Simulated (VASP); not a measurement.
# Sc3Al (Pm-3m) in VASP: a series of runs, part 2 of 2

VASP 6.6.1.

### 5 Single point, r2SCAN (23.86 Å³/atom)

This run uses another cell than the first one, of 23.86 Å³/atom.

POSCAR reads:

```
Sc3Al
1.0
    4.5698053260      0.0000000000      0.0000000000
    0.0000000000      4.5698053260      0.0000000000
    0.0000000000      0.0000000000      4.5698053260
Sc Al
3 1
Direct
    0.5000000000      0.0000000000      0.5000000000
    0.0000000000      0.5000000000      0.5000000000
    0.5000000000      0.5000000000      0.0000000000
    0.0000000000      0.0000000000      0.0000000000
```

INCAR.step1 reads:

```
  ALGO = Normal
  EDIFF = 1E-4
  ENCUT = 520
  GGA = PE
  ISMEAR = 0
  LASPH = T
  LCHARG = F
  LREAL = F
  LWAVE = T
  NBANDS = 26
  NELM = 60
  PREC = Accurate
  SIGMA = 0.1
```

INCAR.step2 reads:

```
  ALGO = Normal
  EDIFF = 1E-7
  ENCUT = 520
  ISIF = 2
  ISMEAR = 0
  ISTART = 1
  LASPH = T
  LCHARG = F
  LMIXTAU = T
  LREAL = F
  LWAVE = F
  METAGGA = R2SCAN
  NBANDS = 26
  NELM = 60
  PREC = Accurate
  SIGMA = 0.1
```

KPOINTS reads:

```
k-points
0
Gamma
  10 10 10
```

Potentials or basis: VASP PAW PBE potentials, release 64 (Sc_sv, Al).

Command:

```bash
> cat potpaw_PBE.64/Sc_sv/POTCAR potpaw_PBE.64/Al/POTCAR > POTCAR
> cp INCAR.step1 INCAR
> mpirun -np 1 vasp_std > vasp.out
> cp INCAR.step2 INCAR
> mpirun -np 1 vasp_std > vasp.out
```

OUTCAR:

```text
EDIFF = 1E-7
   ENCUT = 520
   ISIF = 2
   ISMEAR = 0
   ISTART = 1
   LASPH = T
   LREAL = F
   METAGGA = R2SCAN
   NELM = 60
   PREC = Accurate

 ion  position               nearest neighbor table
   1  0.500  0.000  0.500-   2 3.23   3 3.23   4 3.23   3 3.23   4 3.23   2 3.23   3 3.23   3 3.23
                             2 3.23   4 3.23   4 3.23   2 3.23
   2  0.000  0.500  0.500-   1 3.23   3 3.23   4 3.23   3 3.23   4 3.23   1 3.23   4 3.23   4 3.23
                             1 3.23   3 3.23   3 3.23   1 3.23
   3  0.500  0.500  0.000-   1 3.23   2 3.23   4 3.23   1 3.23   2 3.23   1 3.23   4 3.23   1 3.23
                             2 3.23   4 3.23   2 3.23   4 3.23
   4  0.000  0.000  0.000-   1 3.23   2 3.23   3 3.23   1 3.23   2 3.23   2 3.23   3 3.23   2 3.23
                             1 3.23   3 3.23   1 3.23   3 3.23

  LATTYP: Found a simple cubic cell.
 ALAT       =     4.5698053260

  Lattice vectors:

 A1 = (   4.5698053260,   0.0000000000,   0.0000000000)
 A2 = (   0.0000000000,   4.5698053260,   0.0000000000)
 A3 = (   0.0000000000,   0.0000000000,   4.5698053260)

Analysis of symmetry for initial positions (statically):
=====================================================================
 Subroutine PRICEL returns:
[... 179 lines left out ...]
 cond. band min:       4.2245696268   @ k =   0.5000   0.4000   0.3000
 fundamental gap:      0.0136507363
 Fermi energy:         4.2242376176

 k-point     1 :       0.0000    0.0000    0.0000
  band No.  band energies     occupation
      1     -47.6808      2.00000
      2     -47.6120      2.00000
      3     -47.6120      2.00000
      4     -25.4527      2.00000
      5     -25.4527      2.00000
      6     -25.4527      2.00000
[... 685 lines left out ...]
     25       6.6796      0.00000
     26       6.9850      0.00000

 [... further k-points ...]

------------------------ aborting loop because EDIFF is reached ----------------------------------------

  FORCE on cell =-STRESS in cart. coord.  units (eV):
  Direction    XX          YY          ZZ          XY          YZ          ZX
  --------------------------------------------------------------------------------------
  -------------------------------------------------------------------------------------
  Total       -3.0368828     -3.0368828     -3.0368828      0.0000000      0.0000000      0.0000000
  in kB      -50.9853632    -50.9853632    -50.9853632      0.0000000      0.0000000      0.0000000
  external PRESSURE =     -50.9853632 kB  Pullay stress =       0.0000000 kB

 VOLUME and BASIS-vectors are now :
 -----------------------------------------------------------------------------
  energy-cutoff  :      520.00
  volume of cell :       95.43
      direct lattice vectors                 reciprocal lattice vectors
     4.569805326  0.000000000  0.000000000     0.218827702  0.000000000  0.000000000
     0.000000000  4.569805326  0.000000000     0.000000000  0.218827702  0.000000000
     0.000000000  0.000000000  4.569805326     0.000000000  0.000000000  0.218827702

 POSITION                                       TOTAL-FORCE (eV/Angst)
 -----------------------------------------------------------------------------------
      2.28490      0.00000      2.28490         0.000000      0.000000      0.000000
      0.00000      2.28490      2.28490         0.000000      0.000000      0.000000
      2.28490      2.28490      0.00000         0.000000      0.000000      0.000000
      0.00000      0.00000      0.00000         0.000000      0.000000      0.000000
 -----------------------------------------------------------------------------------
    total drift:                                0.000000      0.000000      0.000000

  FREE ENERGIE OF THE ION-ELECTRON SYSTEM (eV)
  ---------------------------------------------------
  free  energy   TOTEN  =       -41.7356633116 eV

  energy  without entropy=      -41.7045372728  energy(sigma->0) =      -41.72010029
```

Run time: 6.3 min. Hardware: 1 thread of AMD EPYC 9R45 (Zen 5), shared host; peak memory 0.26 GiB.

Results:

```yaml
Free_energy: -41.7357 eV
Pressure: -5.1 GPa
Band_gap_on_the_k_mesh: zero (bands 18 and 19 overlap by 1.63 eV)
```

Levels at points of the mesh, in eV from the Fermi level:
```csv
k point,band 16,band 17,band 18,band 19,band 20,band 21
"(0.00, 0.00, 0.00)",-0.93,-0.33,-0.33,-0.33,0.30,0.30
"(0.50, 0.00, 0.00)",-0.87,-0.87,0.18,0.18,0.75,0.75
"(0.50, 0.50, 0.00)",-1.85,-0.95,0.17,0.52,0.52,1.04
"(0.50, 0.50, 0.50)",-1.51,-1.45,-1.45,-1.45,-0.05,1.46
```

Caveat: the cell stands under tension; the PAW data sets were made with another functional, which shifts forces and pressure a little.

### 6 Summary

```csv
cell,gap on the mesh (eV),pressure (GPa)
"a = 4.432 Å, 4 atoms",none,0.0
"a = 4.471 Å, 4 atoms",none,-1.7
"a = 4.514 Å, 4 atoms",none,-3.3
"a = 4.570 Å, 4 atoms",none,-5.1
```

Alike in all rows: task single point; level r2SCAN; potentials or basis VASP PAW PBE potentials, release 64 (Sc_sv, Al); no spin polarisation; k mesh 10 × 10 × 10; cutoff (eV) 520; smearing gaussian 0.1 eV.

Caveats: the PAW data sets were made with another functional, which shifts forces and pressure a little; the cell stands under tension (at least some runs).

Total energies depend on the potentials used, so only differences within one code and one set of settings carry meaning.
